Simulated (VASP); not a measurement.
# SiO2: single point with r2SCAN

The system is SiO2.

```
CELL_PARAMETERS angstrom
4.89677 0.00000 0.00000
0.00000 4.89677 0.00000
0.00000 0.00000 6.73649
ATOMIC_POSITIONS crystal
Si 0.81180 0.81180 0.50000
Si 0.68820 0.31180 0.25000
Si 0.18820 0.18820 0.00000
Si 0.31180 0.68820 0.75000
O 0.26583 0.37273 0.80965
O 0.12727 0.76583 0.55965
O 0.73417 0.62727 0.30965
O 0.87273 0.23417 0.05965
O 0.76583 0.12727 0.44035
O 0.62727 0.73417 0.69035
O 0.23417 0.87273 0.94035
O 0.37273 0.26583 0.19035
```

This cell differs from its parent crystal: volume scaled by 0.94, then relaxed in part.

```json
{"Program": "VASP 6.6.1", "Task": "single point", "Functional": "r2SCAN", "Potentials or basis": "VASP PAW PBE potentials, release 64 (Si, O)", "Cutoff": "520 eV", "k mesh": "6 × 6 × 4", "Occupations": "gaussian, width 0.02 eV", "Spin": "no spin polarisation"}
```

* Pressure: 1.2 GPa
* Largest force: 0.019 eV/Å
* Band gap on the k mesh: 6.47 eV, direct

Forces on the atoms (eV/Å):
```
Si   0.013  0.013  0.000
Si  -0.013  0.013  0.000
Si  -0.013 -0.013  0.000
Si   0.013 -0.013  0.000
O   -0.005 -0.010  0.002
O    0.010 -0.005  0.002
O    0.005  0.010  0.002
O   -0.010  0.005  0.002
O   -0.005  0.010 -0.002
O    0.010  0.005 -0.002
O    0.005 -0.010 -0.002
O   -0.010 -0.005 -0.002
```

Levels at points of the mesh, in eV from the valence-band top:
```tsv
k point	band 29	band 30	band 31	band 32	band 33	band 34	band 35	band 36
(0.00, 0.00, 0.00)	-0.73	-0.40	-0.40	0.00	6.47	9.72	9.72	10.43
(0.50, 0.00, 0.00)	-0.69	-0.69	-0.52	-0.52	8.66	8.66	10.10	10.10
(0.50, 0.50, 0.00)	-0.59	-0.59	-0.51	-0.51	9.58	9.58	9.72	9.72
(0.00, 0.00, 0.50)	-0.62	-0.62	-0.39	-0.39	7.85	7.85	10.24	10.24
(0.50, 0.00, 0.50)	-0.92	-0.92	-0.21	-0.21	9.09	9.09	9.93	9.93
(0.50, 0.50, 0.50)	-0.55	-0.55	-0.55	-0.55	10.09	10.09	10.09	10.09
```

It took 11 min on 1 thread of Intel(R) Xeon(R) Platinum 8375C CPU @ 2.90GHz (Ice Lake), with other jobs on the host, peak memory 0.34 GiB.

Caveat: the PAW data sets were made with another functional, which shifts forces and pressure a little. A k mesh can miss the band edges.
